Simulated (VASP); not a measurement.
Write the native input for VASP 6.6.1 that does the following.

- Task: single point
- Functional: PBE
- Potentials or basis: VASP PAW PBE potentials, release 64 (Ti_sv, Cl, F)
- Cutoff: 520 eV
- k mesh: 6 × 6 × 4
- Occupations: gaussian, width 0.1 eV
- Spin: collinear spin
- Starting moments: [1.0, 0.0, 0.0] μB
- Dipole correction: no
- Further INCAR settings: ALGO = Normal; EDIFF = 1e-06; NBANDS = 24

The structure of TiClF lies in POSCAR:

```
TiClF
1.0
    3.9600669900      0.0000000000      0.0000000000
   -1.9800334900      3.4295186100      0.0000000000
    0.0000000000      0.0000000000      4.7262081600
Ti Cl F
1 1 1
Direct
    0.3333333300      0.6666666700      0.5000000000
    0.0000000000      0.0000000000      0.0000000000
    0.6666666700      0.3333333300      0.5000000000
```

The cell was built from a structure type or drawn by symmetry, and may not be a known phase.

The input as run:

INCAR

```
SYSTEM = TiClF
PREC = Accurate
ENCUT = 520
EDIFF = 1E-6
ISMEAR = 0
SIGMA = 0.1
LREAL = .FALSE.
LASPH = .TRUE.
NELM = 150
ALGO = Normal
ISIF = 2
LWAVE = .FALSE.
LCHARG = .TRUE.
ISPIN = 2
MAGMOM = 1 0 0
LORBIT = 11
LMAXMIX = 4
GGA = PE
LELF = .TRUE.
LVHAR = .TRUE.
NBANDS = 24
```

KPOINTS

```
Automatic mesh
0
G
  6 6 4
  0 0 0
```

Potentials or basis: VASP PAW PBE potentials, release 64 (Ti_sv, Cl, F).

Launch:

```console
$ cat potpaw_PBE.64/Ti_sv/POTCAR potpaw_PBE.64/Cl/POTCAR potpaw_PBE.64/F/POTCAR > POTCAR
$ mpirun -np 1 vasp_std > vasp.out
```

It gave:

```yaml
Pressure: -10.0 GPa
Band_gap_on_the_k_mesh: zero (filled and empty bands overlap)
Net_moment: 2.00 μB per cell
Site_moments: Ti +1.68; Cl -0.01; F -0.01 μB
Valence_electrons_inside_the_program's_atomic_spheres: Ti 9.93; Cl 5.08; F 6.06
```

Caveat: the cell stands under tension; semilocal functionals often make such compounds metallic where correlation or magnetic order opens a gap, which also shifts bond lengths.

It took 74 s on 1 thread of Intel Xeon 8259CL, with other jobs on the host, peak memory 0.23 GiB.
